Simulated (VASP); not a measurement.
Set up this calculation in VASP 6.6.1, as the native input.

* Task: single point
* Functional: PBE
* Potentials or basis: VASP PAW PBE potentials, release 64 (Ti_sv, H)
* Cutoff: 520 eV
* k mesh: 9 × 6 × 1
* Occupations: gaussian, width 0.1 eV
* Spin: no spin polarisation
* Dipole correction: yes
* Further INCAR settings: ALGO = Normal; EDIFF = 1e-06; NBANDS = 46

The structure of Ti6H lies in POSCAR:

```
Ti6H
1.0
    2.9381632085      0.0000000000      0.0000000000
    0.0000000000      4.6504654182      0.0000000000
    0.0000000000      0.0000000000     21.2842242132
Ti H
6 1
Direct
    0.0000000000      0.7500000000      0.1879326190
    0.5000000000      0.2500000000      0.2277825403
    0.5000000000      0.7500000000      0.3074823829
    0.0000000000      0.2500000000      0.3461291980
   -0.3025796917      0.7500000000      0.4277105375
    0.2245488458      0.2500000000      0.4704721825
    1.1666666667      0.7500000000      0.4870549275
```

One way to write it, as run:

INCAR

```
  PREC = Accurate
  ENCUT = 520
  EDIFF = 1E-6
  ISMEAR = 0
  SIGMA = 0.1
  LREAL = False
  LASPH = True
  NELM = 100
  ALGO = Normal
  ISIF = 2
  LWAVE = False
  LCHARG = False
  LDIPOL = True
  IDIPOL = 3
  DIPOL = 0.5 0.5 0.351
  GGA = PE
  NBANDS = 46
```

KPOINTS

```
regular mesh
0
Gamma
  9 6 1
```

Potentials or basis: VASP PAW PBE potentials, release 64 (Ti_sv, H).

Launch:

```console
$ cat potpaw_PBE.64/Ti_sv/POTCAR potpaw_PBE.64/H/POTCAR > POTCAR
$ mpirun -np 1 vasp_std > vasp.out
```

Results of the run:

```json
{
 "Largest force": "0.991 eV/Å",
 "Band gap on the k mesh": "zero (an odd number of electrons rules out a gap without spin polarisation)"
}
```

Wall time 18 min on 1 thread of Intel Xeon 8259CL, on a shared host, peak memory 0.46 GiB.
